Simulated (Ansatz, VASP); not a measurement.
# Ta: VASP beside Ansatz

```
CELL_PARAMETERS angstrom
-1.51918 1.51918 1.51918
1.51918 -1.51918 1.51918
1.51918 1.51918 -1.51918
ATOMIC_POSITIONS crystal
Ta 0.00000 0.00000 0.00000
```

Change from the starting cell: strain -0.080 along x and y, -0.080 along z, atoms carried along.

Alike in both runs: task single point; functional r2SCAN; k mesh 20 × 20 × 20; occupations gaussian, width 0.15 eV; no spin polarisation.

|  | VASP | Ansatz |
| --- | --- | --- |
| version | VASP 6.6.1 | Ansatz 0.2.0 |
| potentials or method | VASP PAW PBE potentials, release 64 (Ta_pv), cutoff 520 eV | scalar-relativistic, plane waves, PAW |
| valence electrons in the cell | 11 | 13 |

```tsv
	VASP	Ansatz	Ansatz less VASP
gap on the k mesh at the Fermi level (eV)	none	none	-
pressure (GPa)	82.1	80.2	-1.91
```

VASP's potentials were made for PBE, not for r2SCAN. A gap of «none» marks a metal or a gap that the smearing closes. Both programs put the cell under a high pressure, so it lies far from rest at this level. VASP's potentials hold 11 valence electrons a cell and Ansatz's 13, so a difference there can come from the potentials and not from the codes.

Spin-orbit coupling is off throughout. Noted on VASP's run: the cell as given lies far from equilibrium.
